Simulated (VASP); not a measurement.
**Al2O3: single point with BLYP+D4**

Al2O3:

```
Al O
1.0
     2.99512    0.00000    0.00000
    -1.49756    2.59385    0.00000
     0.00000    0.00000    7.21913
Al O
2 3
Direct
  0.00000 0.00000 0.73116
  0.00000 0.00000 0.26884
  0.00000 0.00000 0.50000
  0.66667 0.33333 0.81213
  0.33333 0.66667 0.18787
```

| Quantity | Value |
| --- | --- |
| Program | VASP 6.6.1 |
| Task | single point |
| Functional | BLYP |
| Dispersion | D4 |
| Potentials or basis | VASP PAW PBE potentials, release 64 (Al, O) |
| Cutoff | 520 eV |
| k mesh | 10 × 10 × 4 |
| Occupations | fermi-dirac, width 0.05 eV |
| Spin | no spin polarisation |

The pressure is 0.8 GPa and the largest force is 0.112 eV/Å. The band gap on the k mesh is 2.62 eV, direct and the dispersion energy per atom is -0.407 eV.

Forces on the atoms (eV/Å):
```
Al   0.000  0.000  0.112
Al   0.000  0.000 -0.112
O    0.000  0.000  0.000
O    0.000  0.000  0.026
O    0.000  0.000 -0.026
```

Stress tensor (GPa, compression positive):
```
0.55 0.00 0.00
0.00 0.55 0.00
0.00 0.00 1.27
```

Levels at points of the mesh, in eV from the valence-band top:
```csv
k point,band 9,band 10,band 11,band 12,band 13,band 14,band 15,band 16
"(0.00, 0.00, 0.00)",-3.79,-2.23,0.00,0.00,2.62,4.76,7.84,11.02
"(0.50, 0.00, 0.00)",-3.61,-3.11,-1.81,-0.49,4.77,6.58,8.42,9.42
"(0.00, 0.00, 0.50)",-3.50,-3.28,0.00,0.00,3.56,3.84,8.52,9.49
"(0.50, 0.00, 0.50)",-3.47,-3.43,-1.71,-0.49,5.42,5.71,8.46,8.99
```

Wall time 94 s on 1 thread of AMD EPYC 7R43 64-Core Processor (Zen 3), on a shared host, peak memory 0.15 GiB.

Caveat: the PAW data sets were made with another functional, which shifts forces and pressure a little. A k mesh can miss the band edges.
